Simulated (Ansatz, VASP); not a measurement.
# NaH: VASP beside Ansatz

File POSCAR:

```
NaH
1.0
    2.9027690615      0.0000000000      0.0000000000
    0.0000000000      2.9027690615      0.0000000000
    0.0000000000      0.0000000000      2.9027690615
Na H
1 1
Direct
    0.0000000000      0.0000000000      0.0000000000
    0.5000000000      0.5000000000      0.5000000000
```

The input INCAR.step1:

```
SYSTEM = NaH
PREC = Accurate
ENCUT = 520
ISMEAR = 0
SIGMA = 0.01
LREAL = .FALSE.
LASPH = .TRUE.
NELM = 80
NBANDS = 11
GGA = PE
ALGO = Normal
EDIFF = 1E-4
LWAVE = .TRUE.
LCHARG = .FALSE.
```

INCAR.step2

```
SYSTEM = NaH
PREC = Accurate
ENCUT = 520
EDIFF = 1E-6
ISMEAR = 0
SIGMA = 0.01
LREAL = .FALSE.
LASPH = .TRUE.
NELM = 80
ALGO = Normal
ISIF = 2
LWAVE = .FALSE.
LCHARG = .FALSE.
METAGGA = R2SCAN
LMIXTAU = .TRUE.
NBANDS = 11
ISTART = 1
```

Contents of KPOINTS:

```
regular mesh
0
G
  8 8 8
  0 0 0
```

Input for Ansatz:

```yaml
crystal:
  lattice:
    - [2.9027690615, 0.0, 0.0]
    - [0.0, 2.9027690615, 0.0]
    - [0.0, 0.0, 2.9027690615]
  atoms:
    - { symbol: Na, position: [0.0, 0.0, 0.0] }
    - { symbol: H, position: [0.5, 0.5, 0.5] }
kpoints:
  mp_grid: { grid: [8, 8, 8] }
hamiltonian:
  xc: r2scan
scf:
  occupations: { method: fixed }
  n_extra_bands: 4
output:
  forces: true
  stress: true
  eigenvalues: true
```

Alike in both runs: task single point; functional r2SCAN; k mesh 8 × 8 × 8; no spin polarisation.

|  | VASP | Ansatz |
| --- | --- | --- |
| version | VASP 6.6.1 | Ansatz 0.2.0 |
| potentials or method | VASP PAW PBE potentials, release 64 (Na_pv, H) | plane waves, PAW |
| plane-wave cutoff (eV) | 520 | 500 |
| occupations | gaussian, width 0.01 eV | fixed |
| valence electrons in the cell | 8 | 10 |

Ansatz gave:

- gap on the k mesh at the Fermi level (eV): 1.60
- pressure (GPa): 0.8

Task: Which values does VASP return?

Result: gap on the k mesh at the Fermi level (eV): 1.61; pressure (GPa): 0.8.

VASP's potentials were made for PBE, not for r2SCAN. VASP's potentials hold 8 valence electrons a cell and Ansatz's 10, so a difference there can come from the potentials and not from the codes.
